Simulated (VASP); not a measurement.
# FeCo5 (P4/mmm) in VASP: single point with PBE

Aim: the single point of FeCo5 with PBE.

Everything below comes from runs of VASP 6.6.1. Logs are shortened: lines on timing, memory, paths and dates and some standing lists are left out, and cuts for length are marked.

## Step 1: The cell of the first run

Symmetry: P4/mmm, No. 123, tetragonal system. The conventional cell has a = 2.494 Å, b = 2.494 Å, c = 10.676 Å, α = 90.00°, β = 90.00°, γ = 90.00°. Fe (site symmetry 4/mmm) has 4 Fe at 2.49 Å and 8 Co at 2.55 Å within 3.3 Å. Co (site symmetry 4mm) has 8 Co at 2.47 to 2.49 Å and 4 Fe at 2.55 Å within 3.3 Å. Within 3.3 Å of Co (site symmetry 4mm) lie 12 Co at 2.47 to 2.50 Å. Co (site symmetry 4/mmm) has 12 Co at 2.49 to 2.50 Å within 3.3 Å.

## Step 2: Single point, PBE, collinear spin, ferromagnetic start

Contents of INCAR:

```
SYSTEM = FeCo5
PREC = Accurate ; ENCUT = 520
EDIFF = 1E-7 ; ISMEAR = 0
SIGMA = 0.1 ; LREAL = .False.
LASPH = .True. ; NELM = 150
ALGO = Fast ; ISIF = 2
LWAVE = .False. ; LCHARG = .True.
ISPIN = 2 ; MAGMOM = 2.83 1.89 1.89 1.89 1.89 1.89
LORBIT = 11 ; LMAXMIX = 4
GGA = PE ; LELF = .True.
LVHAR = .True. ; NBANDS = 40
```

Contents of KPOINTS:

```
regular mesh
0
Gamma
  6 6 2
  0 0 0
```

Contents of POSCAR:

```
FeCo5
1.0
    2.4941409000      0.0000000000      0.0000000000
    0.0000000000      2.4941409000      0.0000000000
    0.0000000000      0.0000000000     10.6762517000
Fe Co
1 5
Direct
    0.5000000000      0.5000000000      0.0000000000
    0.0000000000      0.0000000000      0.8271030000
    0.5000000000      0.5000000000      0.6657390000
    0.0000000000      0.0000000000      0.5000000000
    0.5000000000      0.5000000000      0.3342610000
    0.0000000000      0.0000000000      0.1728970000
```

Potentials or basis: VASP PAW PBE potentials, release 64 (Fe, Co).

Started as:

```console
$ cat potpaw_PBE.64/Fe/POTCAR potpaw_PBE.64/Co/POTCAR > POTCAR
$ mpirun -np 1 vasp_std > vasp.out
```

OUTCAR:

```text
SYSTEM = FeCo5
   PREC = Accurate
   ENCUT = 520
   EDIFF = 1E-7
   ISMEAR = 0
   LREAL = .False.
   LASPH = .True.
   NELM = 150
   ISIF = 2
   ISPIN = 2
   LORBIT = 11
   GGA = PE

 ion  position               nearest neighbor table
   1  0.500  0.500  0.000-   2 2.55   6 2.55   2 2.55   6 2.55   2 2.55   6 2.55   2 2.55   6 2.55

   2  0.000  0.000  0.827-   3 2.47   3 2.47   3 2.47   3 2.47   1 2.55   1 2.55   1 2.55   1 2.55

   3  0.500  0.500  0.666-   2 2.47   2 2.47   2 2.47   2 2.47   4 2.50   4 2.50   4 2.50   4 2.50

   4  0.000  0.000  0.500-   3 2.50   5 2.50   3 2.50   5 2.50   3 2.50   5 2.50   3 2.50   5 2.50

   5  0.500  0.500  0.334-   6 2.47   6 2.47   6 2.47   6 2.47   4 2.50   4 2.50   4 2.50   4 2.50

   6  0.000  0.000  0.173-   5 2.47   5 2.47   5 2.47   5 2.47   1 2.55   1 2.55   1 2.55   1 2.55

  LATTYP: Found a simple tetragonal cell.
 ALAT       =     2.4941409000
 C/A-ratio  =     4.2805327077

  Lattice vectors:

 A1 = (   2.4941409000,   0.0000000000,   0.0000000000)
 A2 = (   0.0000000000,   2.4941409000,   0.0000000000)
 A3 = (   0.0000000000,   0.0000000000,  10.6762517000)

Analysis of symmetry for initial positions (statically):
=====================================================================
 Subroutine PRICEL returns:
 Original cell was already a primitive cell.

 Routine SETGRP: Setting up the symmetry group for a
 simple tetragonal supercell.

 Subroutine GETGRP returns: Found 16 space group operations
 (whereof 16 operations were pure point group operations)
 out of a pool of 16 trial point group operations.

The static configuration has the point symmetry D_4h.

Analysis of symmetry for dynamics (positions and initial velocities):
=====================================================================
 Subroutine PRICEL returns:
 Original cell was already a primitive cell.

 Routine SETGRP: Setting up the symmetry group for a
 simple tetragonal supercell.

 Subroutine GETGRP returns: Found 16 space group operations
 (whereof 16 operations were pure point group operations)
 out of a pool of 16 trial point group operations.

The dynamic configuration has the point symmetry D_4h.

Analysis of structural, dynamic, and magnetic symmetry:
=====================================================================
 Subroutine PRICEL returns:
 Original cell was already a primitive cell.

 Routine SETGRP: Setting up the symmetry group for a
 simple tetragonal supercell.

 Subroutine GETGRP returns: Found 16 space group operations
 (whereof 16 operations were pure point group operations)
[... 142 lines left out ...]
 NGX is ok and might be reduce to    20
   NGX =  9   NGY =  9   NGZ = 39

 number of electron      52.9999986 magnetization      10.9706692

 Free energy of the ion-electron system (eV)
  ---------------------------------------------------
  ext. energy  EPLUGINS =         0.00000000
  ---------------------------------------------------
  free energy    TOTEN  =       -43.36687211 eV

  energy without entropy =      -43.33766009  energy(sigma->0) =      -43.35226610

 E-fermi :   9.3983     XC(G=0): -13.2817

 val. band max:        9.3745357019   @ k =   0.3333   0.0000   0.5000
 cond. band min:       9.4040578676   @ k =   0.3333   0.0000   0.0000
 fundamental gap:      0.0295221657
 Fermi energy:         9.3982808099

 spin component 1

 k-point     1 :       0.0000    0.0000    0.0000
  band No.  band energies     occupation
      1       0.5368      1.00000
      2       1.8482      1.00000
      3       2.0030      1.00000
      4       4.1136      1.00000
      5       4.1725      1.00000
      6       4.2341      1.00000
[... 809 lines left out ...]
     37      17.3467      0.00000
     38      17.3467      0.00000
 Fermi energy:         9.3982808099

 spin component 2

 k-point     1 :       0.0000    0.0000    0.0000
  band No.  band energies     occupation
      1       0.5875      1.00000
      2       1.8930      1.00000
      3       2.1236      1.00000
      4       4.8678      1.00000
      5       4.9322      1.00000
      6       5.5124      1.00000
[... 809 lines left out ...]
     37      17.9316      0.00000
     38      17.9316      0.00000
 [bands above 38 left out]

------------------------ aborting loop because EDIFF is reached ----------------------------------------

  FORCE on cell =-STRESS in cart. coord.  units (eV):
  Direction    XX          YY          ZZ          XY          YZ          ZX
  --------------------------------------------------------------------------------------
  -------------------------------------------------------------------------------------
  Total       -0.1186509     -0.1186509      0.1619722      0.0000000      0.0000000      0.0000000
  in kB       -2.8623379     -2.8623379      3.9074210      0.0000000      0.0000000      0.0000000
  external PRESSURE =      -0.6057516 kB  Pullay stress =       0.0000000 kB

 VOLUME and BASIS-vectors are now :
 -----------------------------------------------------------------------------
  energy-cutoff  :      520.00
  volume of cell :       66.41
      direct lattice vectors                 reciprocal lattice vectors
     2.494140900  0.000000000  0.000000000     0.400939658  0.000000000  0.000000000
     0.000000000  2.494140900  0.000000000     0.000000000  0.400939658  0.000000000
     0.000000000  0.000000000 10.676251700     0.000000000  0.000000000  0.093665832

 POSITION                                       TOTAL-FORCE (eV/Angst)
 -----------------------------------------------------------------------------------
      1.24707      1.24707      0.00000         0.000000     -0.000000      0.000000
      0.00000      0.00000      8.83036         0.000000      0.000000     -0.035551
      1.24707      1.24707      7.10760        -0.000000     -0.000000     -0.055364
      0.00000      0.00000      5.33813         0.000000     -0.000000      0.000000
      1.24707      1.24707      3.56865         0.000000     -0.000000      0.055364
      0.00000      0.00000      1.84589        -0.000000      0.000000      0.035551
 -----------------------------------------------------------------------------------
    total drift:                               -0.000000      0.000000     -0.000000

  FREE ENERGIE OF THE ION-ELECTRON SYSTEM (eV)
  ---------------------------------------------------
  free  energy   TOTEN  =       -43.3668721068 eV

  energy  without entropy=      -43.3376600937  energy(sigma->0) =      -43.35226610

 total charge

# of ion       s       p       d       tot
------------------------------------------
    1        0.477   0.514   6.196   7.188
    2        0.490   0.522   7.247   8.259
    3        0.491   0.528   7.248   8.268
    4        0.486   0.518   7.235   8.239
    5        0.491   0.528   7.248   8.268
    6        0.490   0.522   7.247   8.259
--------------------------------------------------
tot          2.924   3.134  42.422  48.480

 magnetization (x)

# of ion       s       p       d       tot
------------------------------------------
    1       -0.006  -0.041   2.617   2.571
    2       -0.018  -0.053   1.747   1.677
    3       -0.013  -0.049   1.762   1.701
    4       -0.012  -0.047   1.786   1.727
    5       -0.013  -0.049   1.762   1.701
    6       -0.018  -0.053   1.747   1.677
--------------------------------------------------
tot         -0.078  -0.291  11.422  11.052
```

stdout:

```text
POSCAR found type information on POSCAR FeCo
 POSCAR found :  2 types and       6 ions
 scaLAPACK will be used
 LDA part: xc-table for (Slater+PW92), standard interpolation
 POSCAR, INCAR and KPOINTS ok, starting setup
 FFT: planning ... GRIDC
 FFT: planning ... GRID_SOFT
 FFT: planning ... GRID
 WAVECAR not read
 entering main loop
```

Run time: 3.1 min. Hardware: 1 thread of Intel Xeon Platinum 8375C at 2.90GHz (Ice Lake), shared host; peak memory 0.24 GiB.

Results:

```
Free energy                                           : -43.3669 eV
Pressure                                              : -0.1 GPa
Largest force                                         : 0.055 eV/Å
Band gap on the k mesh                                : zero (filled and empty bands overlap)
Net moment                                            : 10.97 μB per cell
Site moments                                          : Fe +2.57; Co +1.68, +1.70, +1.73 μB
Valence electrons inside the program's atomic spheres : Fe 7.19; Co 8.26, 8.27, 8.24
```

Forces on the atoms (eV/Å):
```
Fe   0.000  0.000  0.000
Co   0.000  0.000 -0.036
Co   0.000  0.000 -0.055
Co   0.000  0.000  0.000
Co   0.000  0.000  0.055
Co   0.000  0.000  0.036
```

Levels at points of the mesh, in eV from the Fermi level:
Spin up:
```tsv
k point	band 29	band 30	band 31	band 32	band 33	band 34	band 35	band 36
(0.00, 0.00, 0.00)	-1.13	-1.13	-1.07	-1.05	-0.83	-0.47	-0.47	2.43
(0.50, 0.00, 0.00)	-0.86	-0.81	0.46	0.47	0.51	0.56	1.03	1.24
(0.50, 0.50, 0.00)	-0.46	0.09	2.61	2.61	5.49	5.49	5.68	5.68
(0.00, 0.00, 0.50)	-0.97	-0.84	-0.72	-0.72	-0.60	-0.60	0.80	1.01
(0.50, 0.00, 0.50)	-0.74	-0.70	-0.24	-0.20	0.86	0.88	0.95	1.22
(0.50, 0.50, 0.50)	-0.46	0.09	3.52	3.52	3.70	3.70	7.93	7.93
```
Spin down:
```
           k point  band 18  band 19  band 20  band 21  band 22  band 23  band 24  band 25
(0.00, 0.00, 0.00)    -0.30    -0.30    -0.18    -0.10     0.19     0.39     0.56     0.60
(0.50, 0.00, 0.00)    -0.78    -0.75    -0.73    -0.73    -0.65    -0.18     0.20     0.27
(0.50, 0.50, 0.00)     0.56     0.57     0.89     1.26     1.32     1.32     1.36     1.36
(0.00, 0.00, 0.50)    -0.34    -0.07    -0.07     0.22     0.27     0.27     0.40     0.54
(0.50, 0.00, 0.50)    -0.64    -0.64    -0.61    -0.34    -0.25    -0.19    -0.08     0.64
(0.50, 0.50, 0.50)     0.42     0.48     0.48     1.01     1.04     1.23     1.26     1.32
```

Caveat: the k points lie up to 0.42 Å⁻¹ apart.
